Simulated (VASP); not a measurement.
# Zr (Cmcm) in VASP: notebook

Runs on Zr. Level: PBE. Tasks: single point.

All numbers are computed with VASP 6.6.1; they aren't measurements. Logs are shortened: lines on timing, memory, paths and dates and some standing lists are left out, and cuts for length are marked.

## (1) The cell of the first run

Symmetry: Cmcm, No. 63, orthorhombic system. Conventional cell: a = 3.329 Å, b = 5.598 Å, c = 5.147 Å, α = 90.00°, β = 90.00°, γ = 90.00°. Within 4.2 Å of Zr (site symmetry m2m) lie 12 Zr at 3.18 to 3.33 Å.

## (2) Single point, PBE (strain +0.0300 x Voigt [1, 0, 0, 0, 0, 0])

Contents of INCAR:

```
  PREC = Accurate
  ENCUT = 520
  EDIFF = 1E-6
  ISMEAR = 0
  SIGMA = 0.15
  LREAL = False
  LASPH = True
  NELM = 100
  ALGO = Fast
  ISIF = 2
  LWAVE = False
  LCHARG = False
  GGA = PE
  NBANDS = 19
```

Contents of KPOINTS:

```
regular mesh
0
Gamma
  18 18 10
```

Contents of POSCAR:

```
Zr
1.0
    3.3289581692      0.0000000000      0.0000000000
   -1.6644790846      2.7989925657      0.0000000000
    0.0000000000      0.0000000000      5.1470000000
Zr
2
Direct
    0.3333333333      0.6666666667      0.2500000000
    0.6666666667      0.3333333333      0.7500000000
```

Potentials or basis: VASP PAW PBE potentials, release 64 (Zr_sv).

Started as:

```bash
$ cat potpaw_PBE.64/Zr_sv/POTCAR > POTCAR
$ mpirun -np 1 vasp_std > vasp.out
```

OUTCAR:

```text
PREC = Accurate
   ENCUT = 520
   EDIFF = 1E-6
   ISMEAR = 0
   LREAL = False
   LASPH = True
   NELM = 100
   ISIF = 2
   GGA = PE

 ion  position               nearest neighbor table
   1  0.333  0.667  0.250-   2 3.18   2 3.18   2 3.20   2 3.20   2 3.20   2 3.20
   2  0.667  0.333  0.750-   1 3.18   1 3.18   1 3.20   1 3.20   1 3.20   1 3.20

  Warning from LATTYP: Monoclinic adjustment (A1->A3, A2->A1, A3->A2)!
  LATTYP: Found a base centered orthorhombic cell.
 ALAT       =     3.3289581692
 B/A-ratio  =     1.6816027258
 C/A-ratio  =     1.5461293709

  Lattice vectors:

 A1 = (   1.6644790846,  -2.7989925657,   0.0000000000)
 A2 = (   1.6644790846,   2.7989925657,   0.0000000000)
 A3 = (   0.0000000000,   0.0000000000,   5.1470000000)

Analysis of symmetry for initial positions (statically):
=====================================================================
 Subroutine PRICEL returns:
 Original cell was already a primitive cell.

 Routine SETGRP: Setting up the symmetry group for a
 base centered orthorhombic supercell.

 Subroutine GETGRP returns: Found  8 space group operations
 (whereof  4 operations were pure point group operations)
 out of a pool of  8 trial point group operations.

The static configuration has the point symmetry C_2h.
 The point group associated with its full space group is D_2h.

Analysis of symmetry for dynamics (positions and initial velocities):
=====================================================================
 Subroutine PRICEL returns:
 Original cell was already a primitive cell.

 Routine SETGRP: Setting up the symmetry group for a
 base centered orthorhombic supercell.

 Subroutine GETGRP returns: Found  8 space group operations
 (whereof  4 operations were pure point group operations)
 out of a pool of  8 trial point group operations.

The dynamic configuration has the point symmetry C_2h.
 The point group associated with its full space group is D_2h.

 Subroutine INISYM returns: Found  8 space group operations
 (whereof  4 operations are pure point group operations),
 and found     1 'primitive' translations

----------------------------------------------------------------------------------------

                                     Primitive cell

  volume of cell :      47.9584

  direct lattice vectors                    reciprocal lattice vectors
     3.328958169  0.000000000  0.000000000     0.300394282  0.178635701  0.000000000
    -1.664479085  2.798992566  0.000000000     0.000000000  0.357271403  0.000000000
     0.000000000  0.000000000  5.147000000     0.000000000  0.000000000  0.194287935

  length of vectors
     3.328958169  3.256508868  5.147000000     0.349495978  0.357271403  0.194287935

  position of ions in fractional coordinates (direct lattice)
     0.333333333  0.666666667  0.250000000
     0.666666667  0.333333333  0.750000000

  ion indices of the primitive-cell ions
   primitive index   ion index
                 1           1
                 2           2

----------------------------------------------------------------------------------------

 KPOINTS: regular mesh

Automatic generation of k-mesh.
 Grid dimensions read from file:
 generate k-points for:   18   18   10

 Generating k-lattice:

  Cartesian coordinates                     Fractional coordinates (reciprocal lattice)
     0.016688571  0.009924206  0.000000000     0.055555556  0.000000000  0.000000000
     0.000000000  0.019848411  0.000000000     0.000000000  0.055555556  0.000000000
     0.000000000  0.000000000  0.019428793     0.000000000  0.000000000  0.100000000

  Length of vectors
     0.019416443  0.019848411  0.019428793

  Shift w.r.t. Gamma in fractional coordinates (k-lattice)
     0.000000000  0.000000000  0.000000000

 Subroutine IBZKPT returns following result:
 ===========================================

 Found    546 irreducible k-points:

 Following reciprocal coordinates:
            Coordinates               Weight
  0.000000  0.000000  0.000000      1.000000
  0.055556  0.000000  0.000000      4.000000
  0.111111  0.000000  0.000000      4.000000
  0.166667  0.000000  0.000000      4.000000
  0.222222  0.000000  0.000000      4.000000
  0.277778  0.000000  0.000000      4.000000
[... 16 lines left out ...]
 -0.333333  0.055556  0.000000      4.000000
 -0.277778  0.055556  0.000000      4.000000
 [... further k-points ...]
   k-points           NKPTS =    546   k-points in BZ     NKDIM =    546   number of bands    NBANDS=     19
   number of dos      NEDOS =    301   number of ions     NIONS =      2
   total plane-waves  NPLWV =  26880
   dimension x,y,z NGX =    28 NGY =   24 NGZ =   40
   dimension x,y,z NGXF=    56 NGYF=   48 NGZF=   80
   ions per type =               2
   NGX,Y,Z   is equivalent  to a cutoff of  13.98, 12.25, 12.92 a.u.
   NGXF,Y,Z  is equivalent  to a cutoff of  27.97, 24.50, 25.84 a.u.
 SYSTEM =  unknown system
[... 94 lines left out ...]
      3     -18.6862      2.00000
      4     -18.0039      2.00000
      5     -17.9408      2.00000
      6     -17.8671      2.00000
[... 11 lines left out ...]
     18      10.6100      0.00000
     19      13.1668      0.00000

 k-point     4 :       0.1667    0.0000    0.0000
  band No.  band energies     occupation
      1     -40.2084      2.00000
      2     -40.0808      2.00000
      3     -18.6464      2.00000
      4     -18.0812      2.00000
      5     -17.9661      2.00000
      6     -17.9456      2.00000
[... 11 lines left out ...]
     18      10.9185      0.00000
     19      13.3385      0.00000

 k-point     5 :       0.2222    0.0000    0.0000
  band No.  band energies     occupation
      1     -40.1914      2.00000
      2     -40.0760      2.00000
      3     -18.5941      2.00000
      4     -18.1770      2.00000
      5     -18.0403      2.00000
      6     -17.9950      2.00000
[... 11 lines left out ...]
     18      11.3475      0.00000
     19      13.5015      0.00000

 k-point     6 :       0.2778    0.0000    0.0000
  band No.  band energies     occupation
      1     -40.1725      2.00000
      2     -40.0717      2.00000
      3     -18.5330      2.00000
      4     -18.2792      2.00000
      5     -18.1384      2.00000
      6     -18.0245      2.00000
[... 11 lines left out ...]
     18      11.8660      0.00000
     19      13.6366      0.00000

 k-point     7 :       0.3333    0.0000    0.0000
  band No.  band energies     occupation
      1     -40.1534      2.00000
      2     -40.0689      2.00000
      3     -18.4676      2.00000
      4     -18.3750      2.00000
      5     -18.2280      2.00000
      6     -18.0514      2.00000
[... 11 lines left out ...]
     18      12.4344      0.00000
     19      13.7373      0.00000

 k-point     8 :       0.3889    0.0000    0.0000
  band No.  band energies     occupation
      1     -40.1365      2.00000
      2     -40.0679      2.00000
      3     -18.4528      2.00000
      4     -18.4048      2.00000
      5     -18.2996      2.00000
      6     -18.0729      2.00000
[... 256 lines left out ...]
 k-point    20 :       0.5000    0.0556    0.0000
  band No.  band energies     occupation
      1     -40.1195      2.00000
      2     -40.0691      2.00000
      3     -18.5103      2.00000
      4     -18.3507      2.00000
      5     -18.3363      2.00000
      6     -18.1021      2.00000
[... 11 lines left out ...]
     18      13.8031      0.00000
     19      14.2190      0.00000

 k-point    21 :      -0.4444    0.0556    0.0000
  band No.  band energies     occupation
      1     -40.1287      2.00000
      2     -40.0683      2.00000
      3     -18.4741      2.00000
      4     -18.3740      2.00000
      5     -18.3173      2.00000
      6     -18.0935      2.00000
[... 11 lines left out ...]
     18      13.5117      0.00000
     19      13.7796      0.00000

 k-point    22 :      -0.3889    0.0556    0.0000
  band No.  band energies     occupation
      1     -40.1439      2.00000
      2     -40.0684      2.00000
      3     -18.4322      2.00000
      4     -18.4083      2.00000
      5     -18.2589      2.00000
      6     -18.0746      2.00000
[... 11 lines left out ...]
     18      12.8977      0.00000
     19      13.7311      0.00000

 k-point    23 :      -0.3333    0.0556    0.0000
  band No.  band energies     occupation
      1     -40.1621      2.00000
      2     -40.0703      2.00000
      3     -18.4972      2.00000
      4     -18.3203      2.00000
      5     -18.1826      2.00000
      6     -18.0462      2.00000
[... 11 lines left out ...]
     18      12.3054      0.00000
     19      13.6543      0.00000

 k-point    24 :      -0.2778    0.0556    0.0000
  band No.  band energies     occupation
      1     -40.1812      2.00000
      2     -40.0738      2.00000
      3     -18.5608      2.00000
      4     -18.2212      2.00000
      5     -18.0993      2.00000
      6     -18.0084      2.00000
[... 11 lines left out ...]
     18      11.7512      0.00000
     19      13.5473      0.00000

 [... further k-points ...]

------------------------ aborting loop because EDIFF is reached ----------------------------------------

  FORCE on cell =-STRESS in cart. coord.  units (eV):
  Direction    XX          YY          ZZ          XY          YZ          ZX
  --------------------------------------------------------------------------------------
  -------------------------------------------------------------------------------------
  Total       -1.1642513     -0.4136190     -0.3493712      0.0000000      0.0000000      0.0000000
  in kB      -38.8949373    -13.8180532    -11.6716813      0.0000000      0.0000000      0.0000000
  external PRESSURE =     -21.4615573 kB  Pullay stress =       0.0000000 kB

 VOLUME and BASIS-vectors are now :
 -----------------------------------------------------------------------------
  energy-cutoff  :      520.00
  volume of cell :       47.96
      direct lattice vectors                 reciprocal lattice vectors
     3.328958169  0.000000000  0.000000000     0.300394282  0.178635701  0.000000000
    -1.664479085  2.798992566  0.000000000     0.000000000  0.357271403  0.000000000
     0.000000000  0.000000000  5.147000000     0.000000000  0.000000000  0.194287935

 POSITION                                       TOTAL-FORCE (eV/Angst)
 -----------------------------------------------------------------------------------
     -0.00000      1.86600      1.28675        -0.000000     -0.061636      0.000000
      1.66448      0.93300      3.86025         0.000000      0.061636      0.000000
 -----------------------------------------------------------------------------------
    total drift:                                0.000000     -0.000000      0.000000

  FREE ENERGIE OF THE ION-ELECTRON SYSTEM (eV)
  ---------------------------------------------------
  free  energy   TOTEN  =       -17.0359531931 eV

  energy  without entropy=      -17.0131075413  energy(sigma->0) =      -17.02453037
```

Run time: 5.9 min. Hardware: 1 thread of Intel Xeon 6975P-C (Granite Rapids), shared host; peak memory 0.48 GiB.

What came out:

| Item | Value |
| --- | --- |
| Free energy | -17.0360 eV |
| Pressure | -2.1 GPa |
| Largest force | 0.062 eV/Å |
| Band gap on the k mesh | zero (bands 12 and 13 overlap by 1.33 eV) |

Forces in eV/Å, atoms in the order of the input:
```
Zr   0.000 -0.062  0.000
Zr   0.000  0.062  0.000
```

Stress tensor (GPa, compression positive):
```
-3.89  0.00  0.00
 0.00 -1.38  0.00
 0.00  0.00 -1.17
```

Levels at points of the mesh, in eV from the Fermi level:
| k point | band 8 | band 9 | band 10 | band 11 | band 12 | band 13 | band 14 | band 15 | band 16 | band 17 |
| --- | --- | --- | --- | --- | --- | --- | --- | --- | --- | --- |
| (0.00, 0.00, 0.00) | -26.44 | -5.60 | -2.95 | 0.60 | 1.07 | 1.12 | 1.18 | 1.32 | 1.74 | 1.92 |
| (0.50, 0.00, 0.00) | -26.53 | -2.48 | -2.46 | -2.03 | -0.38 | 0.52 | 0.83 | 1.41 | 4.58 | 5.00 |
| (0.00, 0.50, 0.00) | -26.58 | -2.48 | -2.46 | -2.04 | -0.21 | 0.27 | 0.86 | 1.63 | 4.70 | 5.11 |
| (0.00, 0.00, 0.50) | -26.51 | -3.90 | -3.90 | 0.11 | 0.11 | 0.51 | 0.51 | 0.91 | 0.91 | 3.75 |
| (0.50, 0.00, 0.50) | -26.65 | -2.78 | -2.78 | -0.97 | -0.97 | 1.46 | 1.46 | 2.17 | 2.17 | 4.79 |
| (0.00, 0.50, 0.50) | -26.67 | -2.76 | -2.76 | -0.95 | -0.95 | 1.63 | 1.63 | 1.94 | 1.94 | 4.93 |

Caveat: the cell differs from its parent crystal (strain +0.0300 x Voigt [1, 0, 0, 0, 0, 0]).

## (3) Single point, PBE (strain -0.0400 x Voigt [1, 0, 0, 0, 0, 0])

Contents of INCAR:

```
  PREC = Accurate
  ENCUT = 520
  EDIFF = 1E-7
  ISMEAR = 0
  SIGMA = 0.15
  LREAL = F
  LASPH = T
  NELM = 80
  ALGO = Fast
  ISIF = 2
  LWAVE = F
  LCHARG = F
  GGA = PE
  NBANDS = 19
```

KPOINTS is that of step 2.

Contents of POSCAR:

```
Zr
1.0
    3.1027182936      0.0000000000      0.0000000000
   -1.5513591468      2.7989925657      0.0000000000
    0.0000000000      0.0000000000      5.1470000000
Zr
2
Direct
    0.3333333333      0.6666666667      0.2500000000
    0.6666666667      0.3333333333      0.7500000000
```

Potentials or basis: VASP PAW PBE potentials, release 64 (Zr_sv).

Started as:

```bash
$ cat potpaw_PBE.64/Zr_sv/POTCAR > POTCAR
$ mpirun -np 1 vasp_std > vasp.out
```

Run time: 4.1 min. Hardware: 1 thread of Intel Xeon 6975P-C (Granite Rapids), shared host; peak memory 0.45 GiB.

Results (log left out):

```yaml
Free_energy: -17.0089 eV
Pressure: 4.5 GPa
Largest_force: 0.067 eV/Å
Band_gap_on_the_k_mesh: zero (bands 12 and 13 overlap by 1.25 eV)
```

Forces on the atoms (eV/Å):
```
Zr   0.000  0.067  0.000
Zr   0.000 -0.067  0.000
```

Stress tensor (GPa, compression positive):
```
7.04 0.00 0.00
0.00 2.75 0.00
0.00 0.00 3.69
```

Levels at points of the mesh, in eV from the Fermi level:
```csv
k point,band 9,band 10,band 11,band 12,band 13,band 14,band 15,band 16
"(0.00, 0.00, 0.00)",-5.71,-3.13,0.57,0.86,1.19,1.29,1.29,1.94
"(0.50, 0.00, 0.00)",-2.70,-2.54,-2.28,0.06,0.47,0.83,1.57,5.27
"(0.00, 0.50, 0.00)",-2.66,-2.55,-2.27,-0.21,0.69,0.97,1.24,5.20
"(0.00, 0.00, 0.50)",-3.99,-3.99,-0.04,-0.04,0.55,0.55,1.19,1.19
"(0.50, 0.00, 0.50)",-2.97,-2.97,-1.16,-1.16,1.91,1.91,2.28,2.28
"(0.00, 0.50, 0.50)",-2.99,-2.99,-1.20,-1.20,1.65,1.65,2.63,2.63
```

Caveat: the cell differs from its parent crystal (strain -0.0400 x Voigt [1, 0, 0, 0, 0, 0]); the cell stands under pressure.

## (4) Single point, PBE (strain -0.0200 x Voigt [1, 0, 0, 0, 0, 0])

Contents of INCAR:

```
PREC     = Accurate       # precision mode
ENCUT    = 520            # plane-wave cutoff, eV
EDIFF    = 1E-6           # SCF threshold, eV
ISMEAR   = 0              # smearing method
SIGMA    = 0.15           # smearing width, eV
LREAL    = False          # projectors in reciprocal space
LASPH    = True           # aspherical terms in the spheres
NELM     = 60             # most SCF steps
ALGO     = Fast           # electronic algorithm
ISIF     = 2              # what is computed and relaxed
LWAVE    = False          # write WAVECAR
LCHARG   = False          # write CHGCAR
GGA      = PE             # functional
NBANDS   = 19             # bands
```

KPOINTS is that of step 3.

Contents of POSCAR:

```
Zr
1.0
    3.1673582581      0.0000000000      0.0000000000
   -1.5836791290      2.7989925657      0.0000000000
    0.0000000000      0.0000000000      5.1470000000
Zr
2
Direct
    0.3333333333      0.6666666667      0.2500000000
    0.6666666667      0.3333333333      0.7500000000
```

Started as:

```bash
$ cat potpaw_PBE.64/Zr_sv/POTCAR > POTCAR
$ mpirun -np 1 vasp_std > vasp.out
```

It took 3.3 min on 1 thread of Intel Xeon 6975P-C (Granite Rapids), shared host; peak memory 0.46 GiB.

The run converged. Its results:

| Item | Value |
| --- | --- |
| Free energy | -17.0400 eV |
| Pressure | 2.4 GPa |
| Largest force | 0.035 eV/Å |
| Band gap on the k mesh | zero (bands 12 and 13 overlap by 1.25 eV) |

Forces on the atoms (eV/Å):
```
Zr   0.000  0.035  0.000
Zr   0.000 -0.035  0.000
```

Stress tensor (GPa, compression positive):
```
3.57 0.00 0.00
0.00 1.52 0.00
0.00 0.00 2.19
```

Levels at points of the mesh, in eV from the Fermi level:
```
           k point  band 9  band 10  band 11  band 12  band 13  band 14  band 15  band 16
(0.00, 0.00, 0.00)   -5.68    -3.08     0.72     0.94     1.07     1.18     1.43     1.74
(0.50, 0.00, 0.00)   -2.63    -2.52    -2.21    -0.09     0.52     0.79     1.51     5.09
(0.00, 0.50, 0.00)   -2.61    -2.54    -2.20    -0.21     0.74     0.74     1.35     5.04
(0.00, 0.00, 0.50)   -3.97    -3.97     0.00     0.00     0.66     0.66     0.97     0.97
(0.50, 0.00, 0.50)   -2.92    -2.92    -1.11    -1.11     1.76     1.76     2.24     2.24
(0.00, 0.50, 0.50)   -2.93    -2.93    -1.12    -1.12     1.64     1.64     2.41     2.41
```

Caveat: the cell differs from its parent crystal (strain -0.0200 x Voigt [1, 0, 0, 0, 0, 0]).

## (5) Single point, PBE (strain +0.0100 x Voigt [1, 0, 0, 0, 0, 0])

Contents of INCAR:

```
  PREC = Accurate
  ENCUT = 520
  EDIFF = 1E-6
  ISMEAR = 0
  SIGMA = 0.15
  LREAL = False
  LASPH = True
  NELM = 100
  ALGO = Fast
  ISIF = 2
  LWAVE = False
  LCHARG = False
  GGA = PE
  NBANDS = 19
```

Contents of KPOINTS:

```
Automatic mesh
0
Gamma
  18 18 10
```

Contents of POSCAR:

```
Zr
1.0
    3.2643182047      0.0000000000      0.0000000000
   -1.6321591023      2.7989925657      0.0000000000
    0.0000000000      0.0000000000      5.1470000000
Zr
2
Direct
    0.3333333333      0.6666666667      0.2500000000
    0.6666666667      0.3333333333      0.7500000000
```

Started as:

```bash
$ cat potpaw_PBE.64/Zr_sv/POTCAR > POTCAR
$ mpirun -np 1 vasp_std > vasp.out
```

Run time: 3.2 min. Hardware: 1 thread of Intel Xeon 6975P-C (Granite Rapids), shared host; peak memory 0.47 GiB.

It converged, with:

| Property | Result |
| --- | --- |
| Free energy | -17.0504 eV |
| Pressure | -0.4 GPa |
| Largest force | 0.019 eV/Å |
| Band gap on the k mesh | zero (bands 12 and 13 overlap by 1.23 eV) |

Forces on the atoms (eV/Å):
```
Zr   0.000 -0.019  0.000
Zr   0.000  0.019  0.000
```

Stress tensor (GPa, compression positive):
```
-1.18  0.00  0.00
 0.00 -0.26  0.00
 0.00  0.00  0.12
```

Levels at points of the mesh, in eV from the Fermi level:
```csv
k point,band 8,band 9,band 10,band 11,band 12,band 13,band 14,band 15,band 16,band 17
"(0.00, 0.00, 0.00)",-26.38,-5.64,-3.00,0.77,0.93,1.05,1.17,1.47,1.62,2.06
"(0.50, 0.00, 0.00)",-26.48,-2.53,-2.50,-2.10,-0.27,0.53,0.79,1.44,4.79,5.20
"(0.00, 0.50, 0.00)",-26.50,-2.54,-2.49,-2.11,-0.21,0.44,0.81,1.52,4.82,5.23
"(0.00, 0.00, 0.50)",-26.45,-3.93,-3.93,0.07,0.07,0.68,0.68,0.82,0.82,3.88
"(0.50, 0.00, 0.50)",-26.60,-2.84,-2.84,-1.02,-1.02,1.57,1.57,2.19,2.19,5.02
"(0.00, 0.50, 0.50)",-26.62,-2.83,-2.83,-1.02,-1.02,1.63,1.63,2.11,2.11,5.06
```

Caveat: the cell differs from its parent crystal (strain +0.0100 x Voigt [1, 0, 0, 0, 0, 0]).

## (6) Summary

| cell | further INCAR settings | gap on the mesh (eV) | pressure (GPa) | largest force (eV/Å) |
| --- | --- | --- | --- | --- |
| a = 3.329, b = 3.257, c = 5.147 Å, angles 90.0, 90.0, 120.7°, 2 atoms | ALGO = Fast; EDIFF = 1e-06; NBANDS = 19 | none | -2.1 | 0.06 |
| a = 3.103, b = 3.200, c = 5.147 Å, angles 90.0, 90.0, 119.0°, 2 atoms | ALGO = Fast; EDIFF = 1e-07; NBANDS = 19 | none | 4.5 | 0.07 |
| a = 3.167, b = 3.216, c = 5.147 Å, angles 90.0, 90.0, 119.5°, 2 atoms | ALGO = Fast; EDIFF = 1e-06; NBANDS = 19 | none | 2.4 | 0.03 |
| a = 3.264, b = 3.240, c = 5.147 Å, angles 90.0, 90.0, 120.2°, 2 atoms | ALGO = Fast; EDIFF = 1e-06; NBANDS = 19 | none | -0.4 | 0.02 |

Alike in all rows: task single point; level PBE; potentials or basis VASP PAW PBE potentials, release 64 (Zr_sv); no spin polarisation; k mesh 18 × 18 × 10; cutoff (eV) 520; smearing gaussian 0.15 eV.

Caveats: the cell stands under pressure (at least some runs).

Absolute energies hang on the potentials; compare differences alone.
